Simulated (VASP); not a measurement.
# As3Se2 (R-3c) in VASP: notebook

The runs below take As3Se2 through relaxation of cell and atoms, single point, with PBE.

Everything below comes from runs of VASP 6.6.1. Logs are shortened: lines on timing, memory, paths and dates and some standing lists are left out, and cuts for length are marked.

## Step 1: The cell of the first run

The structure is trigonal, space group R-3c (No. 167). The conventional cell has a = 6.666 Å, b = 6.666 Å, c = 18.199 Å, α = 90.00°, β = 90.00°, γ = 120.00°. Within 4.1 Å of As (site symmetry 2) lie 4 Se at 2.60 to 2.76 Å and 12 As at 3.54 to 4.01 Å. Se (site symmetry 3) has 6 As at 2.60 to 2.76 Å within 3.4 Å.

## Step 2: Relaxation of cell and atoms, PBE

INCAR reads:

```
PREC = Accurate
ENCUT = 600
EDIFF = 1E-6
ISMEAR = 0
SIGMA = 0.1
LREAL = False
LASPH = True
NELM = 60
ALGO = Normal
ISIF = 3
LWAVE = False
LCHARG = False
GGA = PE
IBRION = 2
NSW = 90
EDIFFG = -0.04
```

KPOINTS reads:

```
Automatic mesh
0
Gamma
  3 3 3
```

POSCAR reads:

```
As3Se2
1.0
    3.3329400978      1.9242738626      6.0664514876
   -3.3329400978      1.9242738626      6.0664514876
    0.0000000000     -3.8485477254      6.0664514876
As Se
6 4
Direct
    0.0562500000      0.4437500000      0.7500000000
    0.7500000000      0.0562500000      0.4437500000
    0.4437500000      0.7500000000      0.0562500000
    0.9437500000      0.5562500000      0.2500000000
    0.2500000000      0.9437500000      0.5562500000
    0.5562500000      0.2500000000      0.9437500000
    0.8521800000      0.8521800000      0.8521800000
    0.6478200000      0.6478200000      0.6478200000
    0.1478200000      0.1478200000      0.1478200000
    0.3521800000      0.3521800000      0.3521800000
```

Potentials or basis: VASP PAW PBE potentials, release 64 (As, Se).

On the command line:

```sh
> cat potpaw_PBE.64/As/POTCAR potpaw_PBE.64/Se/POTCAR > POTCAR
> mpirun -np 1 vasp_std > vasp.out
```

OUTCAR:

```text
PREC = Accurate
   ENCUT = 600
   EDIFF = 1E-6
   ISMEAR = 0
   LREAL = False
   LASPH = True
   NELM = 60
   ISIF = 3
   GGA = PE
   IBRION = 2
   NSW = 90
   EDIFFG = -0.04

 ion  position               nearest neighbor table
   1  0.056  0.444  0.750-   9 2.60  10 2.60   7 2.76   8 2.76
   2  0.750  0.056  0.444-   9 2.60  10 2.60   8 2.76   7 2.76
   3  0.444  0.750  0.056-  10 2.60   9 2.60   7 2.76   8 2.76
   4  0.944  0.556  0.250-   7 2.60   8 2.60   9 2.76  10 2.76
   5  0.250  0.944  0.556-   7 2.60   8 2.60  10 2.76   9 2.76
   6  0.556  0.250  0.944-   8 2.60   7 2.60   9 2.76  10 2.76
   7  0.852  0.852  0.852-   5 2.60   6 2.60   4 2.60   3 2.76   1 2.76   2 2.76
   8  0.648  0.648  0.648-   6 2.60   5 2.60   4 2.60   2 2.76   1 2.76   3 2.76
   9  0.148  0.148  0.148-   2 2.60   3 2.60   1 2.60   6 2.76   4 2.76   5 2.76
  10  0.352  0.352  0.352-   3 2.60   2 2.60   1 2.60   5 2.76   4 2.76   6 2.76

  LATTYP: Found a trigonal (rhomboedric) cell.
 ALAT       =     7.1842294817
 COS(alpha) =     0.5695481095

  Lattice vectors:

 A1 = (   3.3329400978,   1.9242738626,   6.0664514876)
 A2 = (  -3.3329400978,   1.9242738626,   6.0664514876)
 A3 = (   0.0000000000,  -3.8485477254,   6.0664514876)

Analysis of symmetry for initial positions (statically):
=====================================================================
 Subroutine PRICEL returns:
 Original cell was already a primitive cell.

 Routine SETGRP: Setting up the symmetry group for a
 trigonal (rhombohedral) supercell.

 Subroutine GETGRP returns: Found 12 space group operations
 (whereof  6 operations were pure point group operations)
 out of a pool of 12 trial point group operations.

The static configuration has the point symmetry S_6 .
 The point group associated with its full space group is D_3d.

Analysis of symmetry for dynamics (positions and initial velocities):
=====================================================================
 Subroutine PRICEL returns:
 Original cell was already a primitive cell.

 Routine SETGRP: Setting up the symmetry group for a
 trigonal (rhombohedral) supercell.

 Subroutine GETGRP returns: Found 12 space group operations
 (whereof  6 operations were pure point group operations)
 out of a pool of 12 trial point group operations.

The dynamic configuration has the point symmetry S_6 .
 The point group associated with its full space group is D_3d.

 Subroutine INISYM returns: Found 12 space group operations
 (whereof  6 operations are pure point group operations),
 and found     1 'primitive' translations

----------------------------------------------------------------------------------------

                                     Primitive cell

  volume of cell :     233.4427

  direct lattice vectors                    reciprocal lattice vectors
     3.332940098  1.924273863  6.066451488     0.150017698  0.086612758  0.054947004
    -3.332940098  1.924273863  6.066451488    -0.150017698  0.086612758  0.054947004
     0.000000000 -3.848547725  6.066451488     0.000000000 -0.173225516  0.054947004

  length of vectors
     7.184229482  7.184229482  7.184229482     0.181731265  0.181731265  0.181731265

  position of ions in fractional coordinates (direct lattice)
     0.056250000  0.443750000  0.750000000
     0.750000000  0.056250000  0.443750000
     0.443750000  0.750000000  0.056250000
     0.943750000  0.556250000  0.250000000
     0.250000000  0.943750000  0.556250000
     0.556250000  0.250000000  0.943750000
     0.852180000  0.852180000  0.852180000
     0.647820000  0.647820000  0.647820000
     0.147820000  0.147820000  0.147820000
     0.352180000  0.352180000  0.352180000

  ion indices of the primitive-cell ions
   primitive index   ion index
                 1           1
                 2           2
                 3           3
                 4           4
                 5           5
                 6           6
                 7           7
                 8           8
                 9           9
                10          10

----------------------------------------------------------------------------------------

 KPOINTS: Automatic mesh

Automatic generation of k-mesh.
 Grid dimensions read from file:
 generate k-points for:    3    3    3

 Generating k-lattice:

  Cartesian coordinates                     Fractional coordinates (reciprocal lattice)
     0.050005899  0.028870919  0.018315668     0.333333333  0.000000000  0.000000000
    -0.050005899  0.028870919  0.018315668     0.000000000  0.333333333  0.000000000
     0.000000000 -0.057741839  0.018315668    -0.000000000 -0.000000000  0.333333333

  Length of vectors
     0.060577088  0.060577088  0.060577088

  Shift w.r.t. Gamma in fractional coordinates (k-lattice)
     0.000000000  0.000000000  0.000000000

 Subroutine IBZKPT returns following result:
 ===========================================

 Found      6 irreducible k-points:

 Following reciprocal coordinates:
            Coordinates               Weight
  0.000000  0.000000  0.000000      1.000000
  0.333333  0.000000  0.000000      6.000000
  0.333333  0.333333  0.000000      6.000000
 -0.333333  0.333333  0.000000      6.000000
  0.333333  0.333333  0.333333      2.000000
 -0.333333  0.333333  0.333333      6.000000
   k-points           NKPTS =      6   k-points in BZ     NKDIM =      6   number of bands    NBANDS=     33
   number of dos      NEDOS =    301   number of ions     NIONS =     10
   total plane-waves  NPLWV = 216000
   dimension x,y,z NGX =    60 NGY =   60 NGZ =   60
   dimension x,y,z NGXF=   120 NGYF=  120 NGZF=  120
   ions per type =               6   4
   NGX,Y,Z   is equivalent  to a cutoff of  13.88, 13.88, 13.88 a.u.
   NGXF,Y,Z  is equivalent  to a cutoff of  27.77, 27.77, 27.77 a.u.
 SYSTEM =  unknown system
   PREC   = accura    normal or accurate (medium, high low for compatibility)
   ISTART =      0    job   : 0-new  1-cont  2-samecut
   ICHARG =      2    charge: 1-file 2-atom 10-const
   ISPIN  =      1    spin polarized calculation?
   LNONCOLLINEAR =      F non collinear calculations
   LSORBIT =      F    spin-orbit coupling
   LASPH  =      T    aspherical Exc in radial PAW
   ENCUT  =  600.0 eV  44.10 Ry    6.64 a.u.  14.35 14.35 14.35*2*pi/ulx,y,z
   NELM   =     60;   NELMIN=  2; NELMDL= -5     # of ELM steps
   EDIFF  = 0.1E-05   stopping-criterion for ELM
   LREAL  =      F    real-space projection
   EDIFFG = -.4E-01   stopping-criterion for IOM
   NSW    =     90    number of steps for IOM
   IBRION =      2    ionic relax: 0-MD 1-quasi-New 2-CG
   NFREE  =      1    steps in history (QN), initial steepest desc. (CG)
   ISIF   =      3    stress and relaxation
   ISYM   =      2    0-nonsym 1-usesym 2-fastsym
   POTIM  = 0.5000    time-step for ionic-motion
   TEBEG  =    0.0;   TEEND  =   0.0 temperature during run
   PSTRESS=    0.0 pullay stress
   NELECT =      54.0000    total number of electrons
   NUPDOWN=      -1.0000    fix difference up-down
   EMIN   =  10.00;   EMAX   =-10.00  energy-range for DOS
   EFERMI =   0.00;   METHOD = LEGACY
   ISMEAR =     0;   SIGMA  =   0.10  broadening in eV -4-tet -1-fermi 0-gaus
   EFERMI_NEDOS =   21; number of points for ismear=-14 and -15
   IALGO  =     38    algorithm
   IMIX   =      4    mixing-type and parameters
     AMIX     =   0.40;   BMIX     =  1.00
     AMIX_MAG =   1.60;   BMIX_MAG =  1.00
  volume/ion in A,a.u.               =      23.34       157.53
  Fermi-wavevector in a.u.,A,eV,Ry     =   1.004953  1.899087 13.740952  1.009932
  Thomas-Fermi vector in A             =   2.137602
   LORBIT       =      0    0 simple, 1 ext, 2 COOP (PROOUT), +10 PAW based schemes
   GGA     = PE    functional components
   LHFCALC =     F    Hartree Fock is set to
   AEXX    =    0.0000 exact exchange contribution
   IVDW    =     0    specifies the selected vdW correction
   LEPSILON=     F    determine dielectric tensor
   LRPA    =     F    only Hartree local field effects (RPA)
 conjugate gradient relaxation of ions
 non-spin polarized calculation
 Gauss-broadening in eV      SIGMA  =   0.10
  energy-cutoff  :      600.00
  volume of cell :      233.44
 maximum number of plane-waves:      7801
 NGX is ok and might be reduce to    60
   NGX = 29   NGY = 29   NGZ = 29

--------------------------------------- Ionic step        1  -------------------------------------------

 number of electron      53.9999998 magnetization

 Free energy of the ion-electron system (eV)
  ---------------------------------------------------
  ext. energy  EPLUGINS =         0.00000000
  ---------------------------------------------------
  free energy    TOTEN  =       -36.73145939 eV

  energy without entropy =      -36.67208794  energy(sigma->0) =      -36.70177367

------------------------ aborting loop because EDIFF is reached ----------------------------------------

  FORCE on cell =-STRESS in cart. coord.  units (eV):
  Direction    XX          YY          ZZ          XY          YZ          ZX
  --------------------------------------------------------------------------------------
  -------------------------------------------------------------------------------------
  Total        7.5127902      7.5127902      4.0689268      0.0000000     -0.0000000      0.0000000
  in kB       51.5622043     51.5622043     27.9260874      0.0000000     -0.0000000      0.0000000
  external PRESSURE =      43.6834987 kB  Pullay stress =       0.0000000 kB
[... 113 lines left out ...]
  FREE ENERGIE OF THE ION-ELECTRON SYSTEM (eV)
  ---------------------------------------------------
  free  energy   TOTEN  =       -36.9662969998 eV

  energy  without entropy=      -36.9108075410  energy(sigma->0) =      -36.93855227

[... ionic steps 4 to 24 ...]

--------------------------------------- Ionic step       25  -------------------------------------------

 number of electron      53.9999998 magnetization

------------------------ aborting loop because EDIFF is reached ----------------------------------------

  FORCE on cell =-STRESS in cart. coord.  units (eV):
  Direction    XX          YY          ZZ          XY          YZ          ZX
  --------------------------------------------------------------------------------------
  -------------------------------------------------------------------------------------
  Total        0.2339530      0.2339530      0.0750535      0.0000000     -0.0000000      0.0000000
  in kB        1.5766004      1.5766004      0.5057829      0.0000000     -0.0000000      0.0000000
  external PRESSURE =       1.2196612 kB  Pullay stress =       0.0000000 kB
[... 73 lines left out ...]
  energy  without entropy=      -37.2697327397  energy(sigma->0) =      -37.28367656

--------------------------------------- Ionic step       27  -------------------------------------------

 number of electron      53.9999999 magnetization

 Free energy of the ion-electron system (eV)
  ---------------------------------------------------
  ext. energy  EPLUGINS =         0.00000000
  ---------------------------------------------------
  free energy    TOTEN  =       -37.30036264 eV

  energy without entropy =      -37.27289792  energy(sigma->0) =      -37.28663028

 E-fermi :   4.2919     XC(G=0):  -9.6018

 val. band max:        4.2840184175   @ k =  -0.3333   0.3333   0.3333
 cond. band min:       4.3105715911   @ k =   0.3333   0.3333   0.0000
 fundamental gap:      0.0265531736
 Fermi energy:         4.2918631550

 k-point     1 :       0.0000    0.0000    0.0000
  band No.  band energies     occupation
      1     -11.0466      2.00000
      2      -9.7070      2.00000
      3      -9.4892      2.00000
      4      -9.2239      2.00000
      5      -6.7689      2.00000
      6      -6.7689      2.00000
[... 242 lines left out ...]
  FREE ENERGIE OF THE ION-ELECTRON SYSTEM (eV)
  ---------------------------------------------------
  free  energy   TOTEN  =       -37.3003626360 eV

  energy  without entropy=      -37.2728979199  energy(sigma->0) =      -37.28663028

 reached required accuracy - stopping structural energy minimisation
```

Run time: 26 min. Hardware: 1 thread of Intel Xeon Platinum 8259CL at 2.50GHz (Skylake/Cascade Lake), shared host; peak memory 0.54 GiB.

What came out:

```
Free energy                           : -37.3004 eV
Relaxed volume                        : 23.87 Å³/atom
Relaxed cell                          : a = 6.626 Å, b = 6.626 Å, c = 6.626 Å, α = 67.54°, β = 67.54°, γ = 67.54°
Space group after relaxing (to 0.1 Å) : R-3c (No. 167)
Energy gained by relaxing             : 56.9 meV/atom
Ionic steps                           : 27
Pressure after relaxing               : -0.1 GPa
Largest force after relaxing          : 0.030 eV/Å
Band gap on the k mesh                : zero (bands 27 and 28 overlap by 0.44 eV)
```

Forces in eV/Å, atoms in the order of the input:
```
As  -0.015  0.000  0.000
As   0.007 -0.013  0.000
As   0.007  0.013  0.000
As   0.015  0.000  0.000
As  -0.007  0.013  0.000
As  -0.007 -0.013  0.000
Se   0.000  0.000 -0.030
Se   0.000  0.000  0.030
Se   0.000  0.000  0.030
Se   0.000  0.000 -0.030
```

Step by step:
| step | energy change (eV) | largest force (eV/Å) | pressure (GPa) | volume (Å³) |
| --- | --- | --- | --- | --- |
| 1 | 0.0000 | 0.0927 | 4.37 | 233.44 |
| 2 | -0.2172 | 0.0537 | -1.28 | 255.59 |
| 3 | -0.2348 | 0.0588 | -0.20 | 250.48 |
| 4 | -0.2605 | 0.0559 | -0.22 | 250.23 |
| 5 | -0.3281 | 0.1581 | -0.27 | 249.28 |
| 6 | -0.3596 | 0.4117 | -0.20 | 246.58 |
| 7 | -0.3674 | 0.3210 | -0.24 | 247.59 |
| 8 | -0.3971 | 0.3299 | -0.07 | 245.99 |
| 9 | -0.4625 | 0.3248 | 0.47 | 240.99 |
| 10 | -0.4631 | 0.3342 | 1.79 | 230.04 |
| 11 | -0.4828 | 0.3016 | 1.45 | 230.57 |
| 12 | -0.5214 | 0.1976 | 0.44 | 232.08 |
| 13 | -0.4709 | 0.0674 | -1.48 | 234.76 |
| 14 | -0.5254 | 0.1598 | 0.02 | 232.70 |
| 15 | -0.5256 | 0.1490 | -0.08 | 232.83 |
| 16 | -0.5313 | 0.1237 | 0.01 | 232.70 |
| 17 | -0.5431 | 0.0717 | 0.30 | 232.33 |
| 18 | -0.5418 | 0.0961 | 0.90 | 231.54 |
| 19 | -0.5465 | 0.0444 | 0.58 | 231.96 |
| 20 | -0.5517 | 0.0533 | 0.17 | 233.86 |
| 21 | -0.5525 | 0.0709 | -0.07 | 234.98 |
| 22 | -0.5538 | 0.0703 | -0.06 | 235.11 |
| 23 | -0.5572 | 0.0680 | -0.03 | 235.49 |
| 24 | -0.5627 | 0.0635 | 0.03 | 236.26 |
| 25 | -0.5680 | 0.0541 | 0.12 | 237.75 |
| 26 | -0.5662 | 0.0098 | -0.51 | 240.47 |
| 27 | -0.5689 | 0.0303 | -0.12 | 238.74 |

Final structure:
```
CELL_PARAMETERS angstrom
3.68304 2.12641 5.08071
-3.68304 2.12641 5.08071
0.00000 -4.25281 5.08071
ATOMIC_POSITIONS crystal
As 0.07277 0.42723 0.75000
As 0.75000 0.07277 0.42723
As 0.42723 0.75000 0.07277
As 0.92723 0.57277 0.25000
As 0.25000 0.92723 0.57277
As 0.57277 0.25000 0.92723
Se 0.86551 0.86551 0.86551
Se 0.63449 0.63449 0.63449
Se 0.13449 0.13449 0.13449
Se 0.36551 0.36551 0.36551
```

Levels at points of the mesh, in eV from the Fermi level:
```
           k point  band 23  band 24  band 25  band 26  band 27  band 28  band 29  band 30  band 31  band 32
(0.00, 0.00, 0.00)    -0.77    -0.77    -0.39    -0.39    -0.37     0.69     1.00     1.00     1.58     1.81
```

Caveat: the k points lie up to 0.36 Å⁻¹ apart in the final cell.

[end of part 1 of 2]
